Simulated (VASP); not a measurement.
SnTe, 2 atoms in the cell. It takes space group Imm2 (No. 44, orthorhombic). Conventional cell: a = 4.464 Å, b = 6.313 Å, c = 4.464 Å, α = 90.00°, β = 90.00°, γ = 90.00°. Within 4.1 Å of Sn (site symmetry mm2) lie 6 Te at 3.09 to 3.23 Å. Te (site symmetry mm2) has 6 Sn at 3.09 to 3.23 Å within 4.1 Å.  This cell differs from its parent crystal: all Te atoms moved -0.100 Å, as atom 2 along Cartesian [1 1 0].

```yaml
Program: VASP 6.6.1
Task: single point
Functional: PBE
Potentials_or_basis: VASP PAW PBE potentials, release 64 (Sn_d, Te)
Cutoff: 520 eV
k_mesh: 10 × 10 × 10
Occupations: gaussian, width 0.03 eV
Spin: no spin polarisation
Dipole_correction: no
Further_INCAR_settings: ALGO = Normal; EDIFF = 1e-07; NBANDS = 17
```

Potentials or basis: VASP PAW PBE potentials, release 64 (Sn_d, Te).

Run with:

```sh
$ cat potpaw_PBE.64/Sn_d/POTCAR potpaw_PBE.64/Te/POTCAR > POTCAR
$ mpirun -np 1 vasp_std > vasp.out
```

Hardware: 1 thread of Intel(R) Xeon(R) 6975P-C (Granite Rapids) (shared host).

Problem. Estimate the wall time of this run.

Solution. Wall time 70 s on 1 thread of Intel(R) Xeon(R) 6975P-C (Granite Rapids), on a shared host, peak memory 0.34 GiB. Counts: scf iterations 15, k points 171.
